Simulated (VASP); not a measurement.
# CuW7S16 (P-6m2) in VASP: single point with PBEsol

Aim: the single point of CuW7S16 with PBEsol.

Program: VASP 6.6.1. These are calculated values, not measurements. Logs are shortened: lines on timing, memory, paths and dates and some standing lists are left out, and cuts for length are marked.

**1. The cell of the first run**

It takes space group P-6m2 (No. 187, hexagonal). The conventional cell has a = 6.306 Å, b = 6.306 Å, c = 12.323 Å, α = 90.00°, β = 90.00°, γ = 120.00°. Cu (site symmetry -6m2) has 6 S at 2.41 Å and 6 W at 3.15 Å within 3.2 Å. W (site symmetry mm2) has 6 S at 2.38 to 2.40 Å and 4 W at 3.14 to 3.16 Å and 2 Cu at 3.15 Å within 3.2 Å. Within 3.2 Å of W (site symmetry mm2) lie 6 S at 2.40 Å and 6 W at 3.15 Å. Within 3.2 Å of W (site symmetry -6m2) lie 6 S at 2.40 Å and 6 W at 3.15 Å. S (site symmetry 3m) has 3 W at 2.40 Å and 7 S at 3.13 to 3.15 Å within 3.2 Å. Within 3.2 Å of S (site symmetry m) lie 3 W at 2.40 Å and 7 S at 3.13 to 3.15 Å. S (site symmetry m) has 2 W at 2.38 Å and 1 Cu at 2.41 Å and 7 S at 3.11 to 3.19 Å within 3.2 Å. S (site symmetry 3m) has 3 W at 2.40 Å and 7 S at 3.11 to 3.15 Å within 3.2 Å.

**2. Single point, PBEsol**

File INCAR:

```
ALGO = Normal
EDIFF = 1E-7
ENCUT = 520
GGA = PS
ISIF = 2
ISMEAR = 0
LASPH = True
LCHARG = True
LELF = True
LREAL = Auto
LVHAR = True
LWAVE = False
NBANDS = 120
NELM = 100
PREC = Accurate
SIGMA = 0.05
```

File KPOINTS:

```
k-points
0
Gamma
  3 3 2
```

File POSCAR:

```
CuW7S16
1.0
    6.3064000000      0.0000000000      0.0000000000
   -3.1532000000      5.4615026000      0.0000000000
    0.0000000000      0.0000000000     12.3230000000
Cu W S
1 7 16
Direct
    0.1666666667      0.3333333333      0.2500000000
    0.1676727048      0.8338363524      0.2500000000
    0.6661636476      0.3323272952      0.2500000000
    0.6661636476      0.8338363524      0.2500000000
    0.3332879783      0.1667120217      0.7500000000
    0.3332879783      0.6665759565      0.7500000000
    0.8334240435      0.1667120217      0.7500000000
    0.8333333333      0.6666666667      0.7500000000
    0.1666666667      0.3333333333      0.6231304259
    0.1667114820      0.8333557410      0.6230564180
    0.6666442590      0.3332885180      0.6230564180
    0.6666442590      0.8333557410      0.6230564180
    0.3352109330      0.1647890670      0.1237714693
    0.3352109330      0.6704218661      0.1237714693
    0.8295781339      0.1647890670      0.1237714693
    0.8333333333      0.6666666667      0.1238231530
    0.1666666667      0.3333333333      0.8768695741
    0.1667114820      0.8333557410      0.8769435820
    0.6666442590      0.3332885180      0.8769435820
    0.6666442590      0.8333557410      0.8769435820
    0.3352109330      0.1647890670      0.3762285307
    0.3352109330      0.6704218661      0.3762285307
    0.8295781339      0.1647890670      0.3762285307
    0.8333333333      0.6666666667      0.3761768470
```

Potentials or basis: VASP PAW PBE potentials, release 64 (Cu, W_sv, S).

The run is started by

```sh
$ cat potpaw_PBE.64/Cu/POTCAR potpaw_PBE.64/W_sv/POTCAR potpaw_PBE.64/S/POTCAR > POTCAR
$ mpirun -np 1 vasp_std > vasp.out
```

OUTCAR:

```text
EDIFF = 1E-7
   ENCUT = 520
   GGA = PS
   ISIF = 2
   ISMEAR = 0
   LASPH = True
   LREAL = Auto
   NELM = 100
   PREC = Accurate

 ion  position               nearest neighbor table
   1  0.167  0.333  0.250-  14 2.41  22 2.41  21 2.41  13 2.41  15 2.41  23 2.41
   2  0.168  0.834  0.250-  13 2.38  21 2.38  14 2.38  22 2.38  24 2.40  16 2.40   3 3.14   4 3.14
                             3 3.16   4 3.16
   3  0.666  0.332  0.250-  15 2.38  23 2.38  21 2.38  13 2.38  24 2.40  16 2.40   2 3.14   4 3.14
                             2 3.16   4 3.16
   4  0.666  0.834  0.250-  15 2.38  23 2.38  22 2.38  14 2.38  24 2.40  16 2.40   3 3.14   2 3.14
                             3 3.16   2 3.16
   5  0.333  0.167  0.750-   9 2.40  17 2.40  10 2.40  18 2.40  11 2.40  19 2.40   6 3.15   7 3.15
                             8 3.15   8 3.15   6 3.15   7 3.15
   6  0.333  0.667  0.750-   9 2.40  17 2.40  12 2.40  20 2.40  18 2.40  10 2.40   5 3.15   7 3.15
                             8 3.15   8 3.15   5 3.15   7 3.15
   7  0.833  0.167  0.750-   9 2.40  17 2.40  12 2.40  20 2.40  19 2.40  11 2.40   6 3.15   5 3.15
                             8 3.15   8 3.15   6 3.15   5 3.15
   8  0.833  0.667  0.750-  11 2.40  19 2.40  12 2.40  20 2.40  10 2.40  18 2.40   7 3.15   5 3.15
                             5 3.15   7 3.15   6 3.15   6 3.15
   9  0.167  0.333  0.623-   6 2.40   5 2.40   7 2.40
  10  0.167  0.833  0.623-   5 2.40   6 2.40   8 2.40
  11  0.667  0.333  0.623-   5 2.40   7 2.40   8 2.40
  12  0.667  0.833  0.623-   7 2.40   6 2.40   8 2.40
  13  0.335  0.165  0.124-   2 2.38   3 2.38   1 2.41
  14  0.335  0.670  0.124-   2 2.38   4 2.38   1 2.41
[... 8 lines left out ...]
  23  0.830  0.165  0.376-   4 2.38   3 2.38   1 2.41
  24  0.833  0.667  0.376-   3 2.40   4 2.40   2 2.40

  LATTYP: Found a hexagonal cell.
 ALAT       =     6.3064000000
 C/A-ratio  =     1.9540466827

  Lattice vectors:

 A1 = (   6.3064000000,   0.0000000000,   0.0000000000)
 A2 = (  -3.1532000000,   5.4615026000,   0.0000000000)
 A3 = (   0.0000000000,   0.0000000000,  12.3230000000)

Analysis of symmetry for initial positions (statically):
=====================================================================
 Subroutine PRICEL returns:
 Original cell was already a primitive cell.

 Routine SETGRP: Setting up the symmetry group for a
 hexagonal supercell.

 Subroutine GETGRP returns: Found 12 space group operations
 (whereof  2 operations were pure point group operations)
 out of a pool of 24 trial point group operations.

The static configuration has the point symmetry C_1h.
 The point group associated with its full space group is D_3h.

Analysis of symmetry for dynamics (positions and initial velocities):
=====================================================================
 Subroutine PRICEL returns:
 Original cell was already a primitive cell.

 Routine SETGRP: Setting up the symmetry group for a
 hexagonal supercell.

 Subroutine GETGRP returns: Found 12 space group operations
 (whereof  2 operations were pure point group operations)
 out of a pool of 24 trial point group operations.

The dynamic configuration has the point symmetry C_1h.
 The point group associated with its full space group is D_3h.

 Subroutine INISYM returns: Found 12 space group operations
 (whereof  2 operations are pure point group operations),
 and found     1 'primitive' translations

----------------------------------------------------------------------------------------

                                     Primitive cell

  volume of cell :     424.4339

  direct lattice vectors                    reciprocal lattice vectors
     6.306400000  0.000000000  0.000000000     0.158569073  0.091549897  0.000000000
    -3.153200000  5.461502600  0.000000000     0.000000000  0.183099794  0.000000000
     0.000000000  0.000000000 12.323000000     0.000000000  0.000000000  0.081149071

  length of vectors
     6.306400000  6.306399994 12.323000000     0.183099794  0.183099794  0.081149071

  position of ions in fractional coordinates (direct lattice)
     0.166666667  0.333333333  0.250000000
     0.167672705  0.833836352  0.250000000
     0.666163648  0.332327295  0.250000000
     0.666163648  0.833836352  0.250000000
     0.333287978  0.166712022  0.750000000
     0.333287978  0.666575956  0.750000000
[... 16 lines left out ...]
     0.829578134  0.164789067  0.376228531
     0.833333333  0.666666667  0.376176847

  ion indices of the primitive-cell ions
   primitive index   ion index
                 1           1
                 2           2
                 3           3
                 4           4
                 5           5
                 6           6
[... 16 lines left out ...]
                23          23
                24          24

----------------------------------------------------------------------------------------

 KPOINTS: k-points

Automatic generation of k-mesh.
 Grid dimensions read from file:
 generate k-points for:    3    3    2

 Generating k-lattice:

  Cartesian coordinates                     Fractional coordinates (reciprocal lattice)
     0.052856358  0.030516632  0.000000000     0.333333333  0.000000000  0.000000000
     0.000000000  0.061033265  0.000000000     0.000000000  0.333333333  0.000000000
     0.000000000  0.000000000  0.040574535     0.000000000  0.000000000  0.500000000

  Length of vectors
     0.061033265  0.061033265  0.040574535

  Shift w.r.t. Gamma in fractional coordinates (k-lattice)
     0.000000000  0.000000000  0.000000000

 Subroutine IBZKPT returns following result:
 ===========================================

 Found      6 irreducible k-points:

 Following reciprocal coordinates:
            Coordinates               Weight
  0.000000  0.000000  0.000000      1.000000
  0.333333 -0.000000  0.000000      6.000000
  0.333333  0.333333  0.000000      2.000000
  0.000000  0.000000  0.500000      1.000000
  0.333333 -0.000000  0.500000      6.000000
  0.333333  0.333333  0.500000      2.000000
   k-points           NKPTS =      6   k-points in BZ     NKDIM =      6   number of bands    NBANDS=    120
   number of dos      NEDOS =    301   number of ions     NIONS =     24
   total plane-waves  NPLWV = 221184
   dimension x,y,z NGX =    48 NGY =   48 NGZ =   96
   dimension x,y,z NGXF=    96 NGYF=   96 NGZF=  192
   ions per type =               1   7  16
   NGX,Y,Z   is equivalent  to a cutoff of  12.65, 12.65, 12.95 a.u.
   NGXF,Y,Z  is equivalent  to a cutoff of  25.31, 25.31, 25.90 a.u.
 SYSTEM =  unknown system
   PREC   = accura    normal or accurate (medium, high low for compatibility)
   ISTART =      0    job   : 0-new  1-cont  2-samecut
   ICHARG =      2    charge: 1-file 2-atom 10-const
   ISPIN  =      1    spin polarized calculation?
   LNONCOLLINEAR =      F non collinear calculations
   LSORBIT =      F    spin-orbit coupling
   LASPH  =      T    aspherical Exc in radial PAW
   ENCUT  =  520.0 eV  38.22 Ry    6.18 a.u.  11.73 11.73 22.91*2*pi/ulx,y,z
   NELM   =    100;   NELMIN=  2; NELMDL= -5     # of ELM steps
   EDIFF  = 0.1E-06   stopping-criterion for ELM
   LREAL  =      T    real-space projection
   EDIFFG = 0.1E-05   stopping-criterion for IOM
   NSW    =      0    number of steps for IOM
   IBRION =     -1    ionic relax: 0-MD 1-quasi-New 2-CG
   NFREE  =      0    steps in history (QN), initial steepest desc. (CG)
   ISIF   =      2    stress and relaxation
   ISYM   =      2    0-nonsym 1-usesym 2-fastsym
   POTIM  = 0.5000    time-step for ionic-motion
   TEBEG  =    0.0;   TEEND  =   0.0 temperature during run
   PSTRESS=    0.0 pullay stress
   NELECT =     205.0000    total number of electrons
   NUPDOWN=      -1.0000    fix difference up-down
   EMIN   =  10.00;   EMAX   =-10.00  energy-range for DOS
   EFERMI =   0.00;   METHOD = LEGACY
   ISMEAR =     0;   SIGMA  =   0.05  broadening in eV -4-tet -1-fermi 0-gaus
   EFERMI_NEDOS =   21; number of points for ismear=-14 and -15
   IALGO  =     38    algorithm
   IMIX   =      4    mixing-type and parameters
     AMIX     =   0.40;   BMIX     =  1.00
     AMIX_MAG =   1.60;   BMIX_MAG =  1.00
  volume/ion in A,a.u.               =      17.68       119.34
  Fermi-wavevector in a.u.,A,eV,Ry     =   1.284466  2.427290 22.447626  1.649854
  Thomas-Fermi vector in A             =   2.416658
   LORBIT       =      0    0 simple, 1 ext, 2 COOP (PROOUT), +10 PAW based schemes
   GGA     = PS    functional components
   LHFCALC =     F    Hartree Fock is set to
   AEXX    =    0.0000 exact exchange contribution
   IVDW    =     0    specifies the selected vdW correction
   LEPSILON=     F    determine dielectric tensor
   LRPA    =     F    only Hartree local field effects (RPA)
 non-spin polarized calculation
 Gauss-broadening in eV      SIGMA  =   0.05
  energy-cutoff  :      520.00
  volume of cell :      424.43
 maximum number of plane-waves:     11460
 NGX is ok and might be reduce to    48
   NGX = 23   NGY = 23   NGZ = 45

 number of electron     204.9999968 magnetization

 Free energy of the ion-electron system (eV)
  ---------------------------------------------------
  ext. energy  EPLUGINS =         0.00000000
  ---------------------------------------------------
  free energy    TOTEN  =      -187.28080073 eV

  energy without entropy =     -187.26238517  energy(sigma->0) =     -187.27159295

 E-fermi :   7.0440     XC(G=0): -11.0491

 val. band max:        6.9334074219   @ k =   0.3333   0.3333   0.0000
 cond. band min:       7.0502261576   @ k =   0.3333  -0.0000   0.0000
 fundamental gap:      0.1168187357
 Fermi energy:         7.0440377847

 k-point     1 :       0.0000    0.0000    0.0000
  band No.  band energies     occupation
      1     -67.4946      2.00000
      2     -67.4800      2.00000
      3     -67.4800      2.00000
      4     -67.3747      2.00000
      5     -67.3556      2.00000
      6     -67.3554      2.00000
[... 106 lines left out ...]
    113       9.5746      0.00000
    114       9.6969      0.00000
[... 583 lines left out ...]
    113       9.1581      0.00000
    114       9.3834      0.00000
 [bands above 114 left out]

------------------------ aborting loop because EDIFF is reached ----------------------------------------

  FORCE on cell =-STRESS in cart. coord.  units (eV):
  Direction    XX          YY          ZZ          XY          YZ          ZX
  --------------------------------------------------------------------------------------
  -------------------------------------------------------------------------------------
  Total        2.1762644      2.1762644      1.5990021      0.0000000      0.0000000      0.0000000
  in kB        8.2150865      8.2150865      6.0360038      0.0000000      0.0000000      0.0000000
  external PRESSURE =       7.4887256 kB  Pullay stress =       0.0000000 kB

 VOLUME and BASIS-vectors are now :
 -----------------------------------------------------------------------------
  energy-cutoff  :      520.00
  volume of cell :      424.43
      direct lattice vectors                 reciprocal lattice vectors
     6.306400000  0.000000000  0.000000000     0.158569073  0.091549897  0.000000000
    -3.153200000  5.461502600  0.000000000     0.000000000  0.183099794  0.000000000
     0.000000000  0.000000000 12.323000000     0.000000000  0.000000000  0.081149071

 POSITION                                       TOTAL-FORCE (eV/Angst)
 -----------------------------------------------------------------------------------
      0.00000      1.82050      3.08075        -0.000000      0.000000     -0.000000
     -1.57184      4.55400      3.08075        -0.008785     -0.005072     -0.000000
      3.15320      1.81501      3.08075        -0.000000      0.010144     -0.000000
      1.57184      4.55400      3.08075         0.008785     -0.005072     -0.000000
      1.57617      0.91050      9.24225         0.001209     -0.000698     -0.000000
      0.00000      3.64051      9.24225        -0.000000      0.001395     -0.000000
[... 16 lines left out ...]
      4.71204      0.90000      4.63626         0.092055      0.053148     -0.048027
      3.15320      3.64100      4.63563        -0.000000     -0.000000      0.031979
 -----------------------------------------------------------------------------------
    total drift:                                0.000003     -0.000002      0.000000

  FREE ENERGIE OF THE ION-ELECTRON SYSTEM (eV)
  ---------------------------------------------------
  free  energy   TOTEN  =      -187.2808007330 eV

  energy  without entropy=     -187.2623851688  energy(sigma->0) =     -187.27159295
```

It took 15 min on 1 thread of Intel Xeon Platinum 8259CL at 2.50GHz (Skylake/Cascade Lake), shared host; peak memory 0.6 GiB.

What came out:

```
Free energy            : -187.2808 eV
Pressure               : 0.7 GPa
Largest force          : 0.117 eV/Å
Band gap on the k mesh : zero (an odd number of electrons rules out a gap without spin polarisation)
```

Forces on the atoms (eV/Å):
```
Cu   0.000  0.000  0.000
W   -0.009 -0.005  0.000
W    0.000  0.010  0.000
W    0.009 -0.005  0.000
W    0.001 -0.001  0.000
W    0.000  0.001  0.000
W   -0.001 -0.001  0.000
W    0.000  0.000  0.000
S    0.000  0.000 -0.023
S    0.000  0.000 -0.023
S    0.000  0.000 -0.023
S    0.000  0.000 -0.023
S   -0.092  0.053  0.048
S    0.000 -0.106  0.048
S    0.092  0.053  0.048
S    0.000  0.000 -0.032
S    0.000  0.000  0.023
S    0.000  0.000  0.023
S    0.000  0.000  0.023
S    0.000  0.000  0.023
S   -0.092  0.053 -0.048
S    0.000 -0.106 -0.048
S    0.092  0.053 -0.048
S    0.000  0.000  0.032
```

Stress tensor (GPa, compression positive):
```
0.82 0.00 0.00
0.00 0.82 0.00
0.00 0.00 0.60
```

Levels at points of the mesh, in eV from the Fermi level:
```
           k point  band 100  band 101  band 102  band 103  band 104  band 105
(0.00, 0.00, 0.00)     -0.56     -0.56     -0.34      0.30      0.30      0.87
(0.00, 0.00, 0.50)     -0.57     -0.57     -0.18      0.31      0.31      0.86
```

Caveat: the k points lie up to 0.38 Å⁻¹ apart, too coarse for converged energies and pressures of a metal; the PAW data sets were made with another functional, which shifts forces and pressure a little; spin-orbit coupling is left out, which moves the levels of the heavy elements; this functional lacks dispersion, which binds layers or chains, so the pressure and a relaxed spacing across them are unreliable. With open d or f shells a metallic result of PBEsol can be an artefact of self-interaction; +U or a hybrid may open a gap.

The gap in the log of VASP goes by the Fermi energy; the results here count the filled bands.